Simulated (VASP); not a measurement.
Write the native input for VASP 6.6.1 that does the following.

```yaml
Task: single point
Functional: PBE
Potentials_or_basis: VASP PAW PBE potentials, release 64 (Mg, O)
Cutoff: 520 eV
k_mesh: 6 × 6 × 6
Occupations: gaussian, width 0.01 eV
Spin: no spin polarisation
Dipole_correction: no
Further_INCAR_settings: ALGO = Normal; EDIFF = 1e-06; NBANDS = 11
```

The structure of MgO lies in POSCAR:

```
MgO
1.0
    0.0000000000      2.1862541121      2.0560504775
    2.1862541121      0.0000000000      2.0560504775
    2.1862541121      2.1862541121      0.0000000000
Mg O
1 1
Direct
    0.0000000000      0.0000000000      0.0000000000
    0.5000000000      0.5000000000      0.5000000000
```

This cell differs from its parent crystal: epitaxial xy strain +4.0%.

These files were run (other wordings do the same):

INCAR

```
PREC = Accurate
ENCUT = 520
EDIFF = 1E-6
ISMEAR = 0
SIGMA = 0.01
LREAL = F
LASPH = T
NELM = 60
ALGO = Normal
ISIF = 2
LWAVE = F
LCHARG = F
GGA = PE
NBANDS = 11
```

KPOINTS

```
regular mesh
0
Gamma
  6 6 6
```

Potentials or basis: VASP PAW PBE potentials, release 64 (Mg, O).

Run with:

```console
$ cat potpaw_PBE.64/Mg/POTCAR potpaw_PBE.64/O/POTCAR > POTCAR
$ mpirun -np 1 vasp_std > vasp.out
```

Results of the run:

```yaml
Pressure: -2.6 GPa
Band_gap_on_the_k_mesh: 4.18 eV, direct
```

Caveat: the k points lie up to 0.42 Å⁻¹ apart; the cell differs from its parent crystal (epitaxial xy strain +4.0%).

Run time: 15 s on 1 thread of Intel Xeon 8259CL, with other jobs on the host, peak memory 0.11 GiB.
